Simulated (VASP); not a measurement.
# InP (Fm-3m) in VASP: further runs

The runs below take InP through single point, with BLYP, PBE.

All numbers are computed with VASP 6.6.1; they aren't measurements. Logs are shortened: lines on timing, memory, paths and dates and some standing lists are left out, and cuts for length are marked.

## Step 1: The cell of the first run

Symmetry: Fm-3m, No. 225, cubic system. The conventional cell has a = 5.538 Å, b = 5.538 Å, c = 5.538 Å, α = 90.00°, β = 90.00°, γ = 90.00°. In (site symmetry m-3m) has 6 P at 2.77 Å within 3.6 Å. P (site symmetry m-3m) has 6 In at 2.77 Å within 3.6 Å.

## Step 2: Single point, BLYP

The input, INCAR:

```
SYSTEM = InP
AGGAC    = 1.0          
AGGAX    = 1.0          
ALDAC    = 0.0          
ALDAX    = 1.0          
ALGO     = Normal         ! electronic algorithm
EDIFF    = 1E-6           ! SCF threshold, eV
ENCUT    = 520            ! plane-wave cutoff, eV
GGA      = B5             ! functional
ISIF     = 2              ! what is computed and relaxed
ISMEAR   = -1             ! smearing method
LASPH    = .TRUE.         ! aspherical terms in the spheres
LCHARG   = .FALSE.        ! write CHGCAR
LREAL    = .FALSE.        ! projectors in reciprocal space
LWAVE    = .FALSE.        ! write WAVECAR
NBANDS   = 16             ! bands
NELM     = 80             ! most SCF steps
PREC     = Accurate       ! precision mode
SIGMA    = 0.05           ! smearing width, eV
```

The input, KPOINTS:

```
k-points
0
G
  8 8 8
  0 0 0
```

The input, POSCAR:

```
InP
1.0
    0.0000000000      2.7688340000      2.7688340000
    2.7688340000      0.0000000000      2.7688340000
    2.7688340000      2.7688340000      0.0000000000
In P
1 1
Direct
    0.0000000000      0.0000000000      0.0000000000
    0.5000000000      0.5000000000      0.5000000000
```

Potentials or basis: VASP PAW PBE potentials, release 64 (In_d, P).

Run with:

```console
> cat potpaw_PBE.64/In_d/POTCAR potpaw_PBE.64/P/POTCAR > POTCAR
> mpirun -np 1 vasp_std > vasp.out
```

OUTCAR:

```text
SYSTEM = InP
   EDIFF = 1E-6
   ENCUT = 520
   GGA = B5
   ISIF = 2
   ISMEAR = -1
   LASPH = .TRUE.
   LREAL = .FALSE.
   NELM = 80
   PREC = Accurate

 ion  position               nearest neighbor table
   1  0.000  0.000  0.000-   2 2.77   2 2.77   2 2.77   2 2.77   2 2.77   2 2.77
   2  0.500  0.500  0.500-   1 2.77   1 2.77   1 2.77   1 2.77   1 2.77   1 2.77

  LATTYP: Found a face centered cubic cell.
 ALAT       =     5.5376680000

  Lattice vectors:

 A1 = (   0.0000000000,   2.7688340000,   2.7688340000)
 A2 = (   2.7688340000,   0.0000000000,   2.7688340000)
 A3 = (   2.7688340000,   2.7688340000,   0.0000000000)

Analysis of symmetry for initial positions (statically):
=====================================================================
 Subroutine PRICEL returns:
 Original cell was already a primitive cell.

 Routine SETGRP: Setting up the symmetry group for a
 face centered cubic supercell.

 Subroutine GETGRP returns: Found 48 space group operations
 (whereof 48 operations were pure point group operations)
 out of a pool of 48 trial point group operations.

The static configuration has the point symmetry O_h .

Analysis of symmetry for dynamics (positions and initial velocities):
=====================================================================
 Subroutine PRICEL returns:
 Original cell was already a primitive cell.

 Routine SETGRP: Setting up the symmetry group for a
 face centered cubic supercell.

 Subroutine GETGRP returns: Found 48 space group operations
 (whereof 48 operations were pure point group operations)
 out of a pool of 48 trial point group operations.

The dynamic configuration has the point symmetry O_h .

 Subroutine INISYM returns: Found 48 space group operations
 (whereof 48 operations are pure point group operations),
 and found     1 'primitive' translations

----------------------------------------------------------------------------------------

                                     Primitive cell

  volume of cell :      42.4542

  direct lattice vectors                    reciprocal lattice vectors
     0.000000000  2.768834000  2.768834000    -0.180581429  0.180581429  0.180581429
     2.768834000  0.000000000  2.768834000     0.180581429 -0.180581429  0.180581429
     2.768834000  2.768834000  0.000000000     0.180581429  0.180581429 -0.180581429

  length of vectors
     3.915722595  3.915722595  3.915722595     0.312776210  0.312776210  0.312776210

  position of ions in fractional coordinates (direct lattice)
     0.000000000  0.000000000  0.000000000
     0.500000000  0.500000000  0.500000000

  ion indices of the primitive-cell ions
   primitive index   ion index
                 1           1
                 2           2

----------------------------------------------------------------------------------------

 KPOINTS: k-points

Automatic generation of k-mesh.
 Grid dimensions read from file:
 generate k-points for:    8    8    8

 Generating k-lattice:

  Cartesian coordinates                     Fractional coordinates (reciprocal lattice)
    -0.022572679  0.022572679  0.022572679     0.125000000  0.000000000  0.000000000
     0.022572679 -0.022572679  0.022572679     0.000000000  0.125000000  0.000000000
     0.022572679  0.022572679 -0.022572679     0.000000000  0.000000000  0.125000000

  Length of vectors
     0.039097026  0.039097026  0.039097026

  Shift w.r.t. Gamma in fractional coordinates (k-lattice)
     0.000000000  0.000000000  0.000000000

 Subroutine IBZKPT returns following result:
 ===========================================

 Found     29 irreducible k-points:

 Following reciprocal coordinates:
            Coordinates               Weight
  0.000000  0.000000  0.000000      1.000000
  0.125000  0.000000  0.000000      8.000000
  0.250000  0.000000  0.000000      8.000000
  0.375000  0.000000  0.000000      8.000000
  0.500000  0.000000  0.000000      4.000000
  0.125000  0.125000  0.000000      6.000000
[... 16 lines left out ...]
  0.500000  0.250000  0.125000     48.000000
 -0.375000  0.250000  0.125000     24.000000
 [... further k-points ...]
   k-points           NKPTS =     29   k-points in BZ     NKDIM =     29   number of bands    NBANDS=     16
   number of dos      NEDOS =    301   number of ions     NIONS =      2
   total plane-waves  NPLWV =  27000
   dimension x,y,z NGX =    30 NGY =   30 NGZ =   30
   dimension x,y,z NGXF=    60 NGYF=   60 NGZF=   60
   ions per type =               1   1
   NGX,Y,Z   is equivalent  to a cutoff of  12.74, 12.74, 12.74 a.u.
   NGXF,Y,Z  is equivalent  to a cutoff of  25.47, 25.47, 25.47 a.u.
 SYSTEM =  InP
   PREC   = accura    normal or accurate (medium, high low for compatibility)
   ISTART =      0    job   : 0-new  1-cont  2-samecut
   ICHARG =      2    charge: 1-file 2-atom 10-const
   ISPIN  =      1    spin polarized calculation?
   LNONCOLLINEAR =      F non collinear calculations
   LSORBIT =      F    spin-orbit coupling
   LASPH  =      T    aspherical Exc in radial PAW
   ENCUT  =  520.0 eV  38.22 Ry    6.18 a.u.   7.28  7.28  7.28*2*pi/ulx,y,z
   NELM   =     80;   NELMIN=  2; NELMDL= -5     # of ELM steps
   EDIFF  = 0.1E-05   stopping-criterion for ELM
   LREAL  =      F    real-space projection
   EDIFFG = 0.1E-04   stopping-criterion for IOM
   NSW    =      0    number of steps for IOM
   IBRION =     -1    ionic relax: 0-MD 1-quasi-New 2-CG
   NFREE  =      0    steps in history (QN), initial steepest desc. (CG)
   ISIF   =      2    stress and relaxation
   ISYM   =      2    0-nonsym 1-usesym 2-fastsym
   POTIM  = 0.5000    time-step for ionic-motion
   TEBEG  =    0.0;   TEEND  =   0.0 temperature during run
   PSTRESS=    0.0 pullay stress
   NELECT =      18.0000    total number of electrons
   NUPDOWN=      -1.0000    fix difference up-down
   EMIN   =  10.00;   EMAX   =-10.00  energy-range for DOS
   EFERMI =   0.00;   METHOD = LEGACY
   ISMEAR =    -1;   SIGMA  =   0.05  broadening in eV -4-tet -1-fermi 0-gaus
   EFERMI_NEDOS =   21; number of points for ismear=-14 and -15
   IALGO  =     38    algorithm
   IMIX   =      4    mixing-type and parameters
     AMIX     =   0.40;   BMIX     =  1.00
     AMIX_MAG =   1.60;   BMIX_MAG =  1.00
  volume/ion in A,a.u.               =      21.23       143.25
  Fermi-wavevector in a.u.,A,eV,Ry     =   1.229869  2.324115 20.579860  1.512577
  Thomas-Fermi vector in A             =   2.364739
   LORBIT       =      0    0 simple, 1 ext, 2 COOP (PROOUT), +10 PAW based schemes
   GGA     = B5    functional components
   LHFCALC =     F    Hartree Fock is set to
   AEXX    =    0.0000 exact exchange contribution
   IVDW    =     0    specifies the selected vdW correction
   LEPSILON=     F    determine dielectric tensor
   LRPA    =     F    only Hartree local field effects (RPA)
 non-spin polarized calculation
  energy-cutoff  :      520.00
  volume of cell :       42.45
 maximum number of plane-waves:      1162
 NGX is ok and might be reduce to    30
   NGX = 15   NGY = 15   NGZ = 15

 number of electron      18.0000009 magnetization

 Free energy of the ion-electron system (eV)
  ---------------------------------------------------
  ext. energy  EPLUGINS =         0.00000000
  ---------------------------------------------------
  free energy    TOTEN  =        -6.38647576 eV

  energy without entropy =       -6.37392554  energy(sigma->0) =       -6.38020065

 E-fermi :   7.5812     XC(G=0):  -9.7483

 val. band max:        7.5429041206   @ k =   0.3750   0.0000   0.0000
 cond. band min:       7.6244520135   @ k =  -0.1250   0.1250   0.0000
 fundamental gap:      0.0815478929
 Fermi energy:         7.5811539335

 k-point     1 :       0.0000    0.0000    0.0000
  band No.  band energies     occupation
      1      -6.8239      2.00000
      2      -6.8239      2.00000
      3      -6.8007      2.00000
      4      -6.8007      2.00000
      5      -6.8007      2.00000
      6      -4.4793      2.00000
[... 8 lines left out ...]
     15      15.8783      0.00000
     16      15.8783      0.00000

 k-point     2 :       0.1250    0.0000    0.0000
  band No.  band energies     occupation
      1      -6.8312      2.00000
      2      -6.8312      2.00000
      3      -6.8010      2.00000
      4      -6.7907      2.00000
      5      -6.7907      2.00000
      6      -4.2874      2.00000
[... 8 lines left out ...]
     15      15.4764      0.00000
     16      15.9834      0.00000

 k-point     3 :       0.2500    0.0000    0.0000
  band No.  band energies     occupation
      1      -6.8526      2.00000
      2      -6.8526      2.00000
      3      -6.8032      2.00000
      4      -6.7626      2.00000
      5      -6.7626      2.00000
      6      -3.7336      2.00000
[... 8 lines left out ...]
     15      16.4100      0.00000
     16      16.4100      0.00000

 k-point     4 :       0.3750    0.0000    0.0000
  band No.  band energies     occupation
      1      -6.8748      2.00000
      2      -6.8748      2.00000
      3      -6.8073      2.00000
      4      -6.7333      2.00000
      5      -6.7333      2.00000
      6      -2.9409      2.00000
[... 8 lines left out ...]
     15      17.8579      0.00000
     16      17.8579      0.00000
[... 324 lines left out ...]
 k-point    22 :       0.3750    0.2500    0.1250
  band No.  band energies     occupation
      1      -6.9252      2.00000
      2      -6.8297      2.00000
      3      -6.8114      2.00000
      4      -6.7489      2.00000
      5      -6.7443      2.00000
      6      -3.2014      2.00000
[... 8 lines left out ...]
     15      18.8240      0.00000
     16      19.0112      0.00000

 k-point    23 :       0.5000    0.2500    0.1250
  band No.  band energies     occupation
      1      -6.9542      2.00000
      2      -6.8462      2.00000
      3      -6.7983      2.00000
      4      -6.7465      2.00000
      5      -6.7239      2.00000
      6      -2.4202      2.00000
[... 8 lines left out ...]
     15      18.9685      0.00000
     16      19.9501      0.00000

 k-point    24 :      -0.3750    0.2500    0.1250
  band No.  band energies     occupation
      1      -6.9641      2.00000
      2      -6.8546      2.00000
      3      -6.7861      2.00000
      4      -6.7536      2.00000
      5      -6.7140      2.00000
      6      -1.9463      2.00000
[... 8 lines left out ...]
     15      17.7623      0.00000
     16      20.3720      0.00000

 [... further k-points ...]
[... 5 lines left out ...]
  --------------------------------------------------------------------------------------
  -------------------------------------------------------------------------------------
  Total        1.4081361      1.4081361      1.4081361      0.0000000      0.0000000     -0.0000000
  in kB       53.1415787     53.1415787     53.1415787      0.0000000      0.0000000     -0.0000000
  external PRESSURE =      53.1415787 kB  Pullay stress =       0.0000000 kB

 VOLUME and BASIS-vectors are now :
 -----------------------------------------------------------------------------
  energy-cutoff  :      520.00
  volume of cell :       42.45
      direct lattice vectors                 reciprocal lattice vectors
     0.000000000  2.768834000  2.768834000    -0.180581429  0.180581429  0.180581429
     2.768834000  0.000000000  2.768834000     0.180581429 -0.180581429  0.180581429
     2.768834000  2.768834000  0.000000000     0.180581429  0.180581429 -0.180581429

 POSITION                                       TOTAL-FORCE (eV/Angst)
 -----------------------------------------------------------------------------------
      0.00000      0.00000      0.00000         0.000000      0.000000      0.000000
      2.76883      2.76883      2.76883        -0.000000      0.000000     -0.000000
 -----------------------------------------------------------------------------------
    total drift:                               -0.000000      0.000000      0.000000

  FREE ENERGIE OF THE ION-ELECTRON SYSTEM (eV)
  ---------------------------------------------------
  free  energy   TOTEN  =        -6.3864757601 eV

  energy  without entropy=       -6.3739255402  energy(sigma->0) =       -6.38020065
```

Run time: 78 s. Hardware: 1 thread of AMD EPYC 7R13, shared host; peak memory 0.14 GiB.

Results:

```
Free energy            : -6.3865 eV
Pressure               : 5.3 GPa
Band gap on the k mesh : zero (band 9 reaches 7.78 eV, above the bottom of band 10 at 5.21 eV)
```

Caveat: the PAW data sets were made with another functional, which shifts forces and pressure a little; spin-orbit coupling is left out, which moves the levels of the heavy elements.

## Step 3: Single point, PBE

The input, INCAR:

```
ALGO     = Normal         # electronic algorithm
EDIFF    = 1E-6           # SCF threshold, eV
ENCUT    = 520            # plane-wave cutoff, eV
GGA      = PE             # functional
ISIF     = 2              # what is computed and relaxed
ISMEAR   = 0              # smearing method
LASPH    = True           # aspherical terms in the spheres
LCHARG   = True           # write CHGCAR
LELF     = True           # ELF
LREAL    = False          # projectors in reciprocal space
LVHAR    = True         
LWAVE    = False          # write WAVECAR
NBANDS   = 16             # bands
NELM     = 60             # most SCF steps
PREC     = Accurate       # precision mode
SIGMA    = 0.012          # smearing width, eV
```

The input, KPOINTS:

```
k-points
0
Gamma
  8 8 8
```

POSCAR is that of step 2.

Potentials or basis: VASP PAW PBE potentials, release 64 (In_d, P).

Run with:

```console
> cat potpaw_PBE.64/In_d/POTCAR potpaw_PBE.64/P/POTCAR > POTCAR
> mpirun -np 1 vasp_std > vasp.out
```

Run time: 52 s. Hardware: 1 thread of AMD EPYC 7R13, shared host; peak memory 0.14 GiB.

Results (log left out):

| Property | Result |
| --- | --- |
| Free energy | -7.9084 eV |
| Pressure | -0.1 GPa |
| Band gap on the k mesh | zero (band 9 reaches 7.35 eV, above the bottom of band 10 at 4.72 eV) |

Levels at points of the mesh, in eV from the Fermi level:
```csv
k point,band 6,band 7,band 8,band 9,band 10,band 11,band 12,band 13
"(0.00, 0.00, 0.00)",-12.10,-0.36,-0.36,-0.36,0.43,7.01,7.01,7.01
"(0.50, 0.00, 0.00)",-10.01,-6.73,0.07,0.07,2.40,3.31,3.31,5.10
"(0.50, 0.50, 0.00)",-8.92,-5.04,-2.61,-2.42,-2.42,3.75,9.77,9.77
```

Caveat: spin-orbit coupling is left out, which moves the levels of the heavy elements.

## Step 4: Single point, PBE

The input, INCAR:

```
ALGO = Normal ; EDIFF = 1E-6
ENCUT = 520 ; GGA = PE
ISIF = 2 ; ISMEAR = 0
LASPH = T ; LCHARG = F
LREAL = F ; LWAVE = F
NBANDS = 16 ; NELM = 100
PREC = Accurate ; SIGMA = 0.013000000000000001
```

KPOINTS is that of step 3.

POSCAR is that of step 3.

Run with:

```console
> cat potpaw_PBE.64/In_d/POTCAR potpaw_PBE.64/P/POTCAR > POTCAR
> mpirun -np 1 vasp_std > vasp.out
```

Run time: 53 s. Hardware: 1 thread of AMD EPYC 7R13, shared host; peak memory 0.14 GiB.

It converged, with:

```yaml
Free_energy: -7.9084 eV
Pressure: -0.1 GPa
Band_gap_on_the_k_mesh: zero (band 9 reaches 7.35 eV, above the bottom of band 10 at 4.72 eV)
```

Levels at points of the mesh, in eV from the Fermi level:
```tsv
k point	band 6	band 7	band 8	band 9	band 10	band 11	band 12	band 13
(0.00, 0.00, 0.00)	-12.10	-0.36	-0.36	-0.36	0.43	7.00	7.00	7.00
(0.50, 0.00, 0.00)	-10.02	-6.73	0.06	0.06	2.40	3.31	3.31	5.10
(0.50, 0.50, 0.00)	-8.92	-5.04	-2.61	-2.42	-2.42	3.74	9.77	9.77
```

Caveat: spin-orbit coupling is left out, which moves the levels of the heavy elements.

## Step 5: Overview

```csv
level,smearing,gap on the mesh (eV),pressure (GPa)
BLYP,fermi-dirac 0.05 eV,none,5.3
PBE,gaussian 0.012 eV,none,-0.1
PBE,gaussian 0.013 eV,none,-0.1
```

Alike in all rows: task single point; potentials or basis VASP PAW PBE potentials, release 64 (In_d, P); no spin polarisation; cell as given; k mesh 8 × 8 × 8; cutoff (eV) 520.

Every run on the cell as given and a fine mesh finds a metal. The pressure there spans -0.1 GPa (PBE) to 5.3 GPa (BLYP); a positive pressure means that this level wants a larger cell, a negative one a smaller.

Caveats: spin-orbit coupling is left out, which moves the levels of the heavy elements; the PAW data sets were made with another functional, which shifts forces and pressure a little (some runs).

Total energies depend on the potentials used, so only differences within one code and one set of settings carry meaning.
